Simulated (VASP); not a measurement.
Wanted: the native input for a VASP 6.6.1 run.

```yaml
Task: relaxation of cell and atoms
Functional: r2SCAN
Potentials_or_basis: VASP PAW PBE potentials, release 64 (Al, As)
Cutoff: 550 eV
k_mesh: 8 × 8 × 8
Occupations: fermi-dirac, width 0.1 eV
Spin: no spin polarisation
Dipole_correction: no
Further_INCAR_settings: ALGO = Normal; EDIFF = 1e-07; IBRION = 2; EDIFFG = -0.03; NSW = 80; ISIF = 3
```

Crystal: AlAs.

```
Al As
1.0
     0.00000    2.85571    2.85571
     2.85571    0.00000    2.85571
     2.85571    2.85571    0.00000
Al As
1 1
Direct
  0.00000 0.00000 0.00000
  0.25000 0.25000 0.25000
```

One way to write it, as run:

POSCAR

```
AlAs
1.0
    0.0000000000      2.8557080000      2.8557080000
    2.8557080000      0.0000000000      2.8557080000
    2.8557080000      2.8557080000      0.0000000000
Al As
1 1
Direct
    0.0000000000      0.0000000000      0.0000000000
    0.2500000000      0.2500000000      0.2500000000
```

INCAR.step1

```
SYSTEM = AlAs
ALGO = Normal
EDIFF = 1E-5
EDIFFG = -0.005
ENCUT = 550
GGA = PE
GGA_COMPAT = .FALSE.
IBRION = 2
ISIF = 3
ISMEAR = -1
LASPH = .TRUE.
LCHARG = .FALSE.
LREAL = .FALSE.
LWAVE = .TRUE.
NELM = 120
NELMIN = 4
NSW = 100
PREC = Accurate
SIGMA = 0.1
```

INCAR.step2

```
SYSTEM = AlAs
ALGO = Normal
EDIFF = 1E-7
EDIFFG = -0.03
ENCUT = 550
GGA_COMPAT = .FALSE.
IBRION = 2
ISIF = 3
ISMEAR = -1
ISTART = 1
LASPH = .TRUE.
LCHARG = .FALSE.
LMIXTAU = .TRUE.
LREAL = .FALSE.
LWAVE = .FALSE.
METAGGA = R2SCAN
NELM = 120
NELMIN = 4
NSW = 80
PREC = Accurate
SIGMA = 0.1
```

KPOINTS

```
k-points
0
G
  8 8 8
  0 0 0
```

Potentials or basis: VASP PAW PBE potentials, release 64 (Al, As).

The run is started by

```sh
$ cat potpaw_PBE.64/Al/POTCAR potpaw_PBE.64/As/POTCAR > POTCAR
$ cp INCAR.step1 INCAR
$ mpirun -np 1 vasp_std > vasp.out
$ cp INCAR.step2 INCAR
$ mpirun -np 1 vasp_std > vasp.out
```

Results of the run:

The relaxed volume is 22.86 Å³/atom and the relaxed cell is a = 4.014 Å, b = 4.014 Å, c = 4.014 Å, α = 60.00°, β = 60.00°, γ = 60.00°. The space group after relaxing (to 0.05 Å) is F-43m (No. 216), the energy gained by relaxing is 1.8 meV/atom and the ionic steps are 3. The pressure after relaxing is 0.0 GPa. The band gap on the k mesh is 1.80 eV, indirect (least direct gap 2.64 eV).

Caveat: the PAW data sets were made with another functional, which shifts forces and pressure a little.

Run time: 110 s on 1 thread of Intel(R) Xeon(R) Platinum 8375C CPU @ 2.90GHz (Ice Lake), on a shared host, peak memory 0.2 GiB.
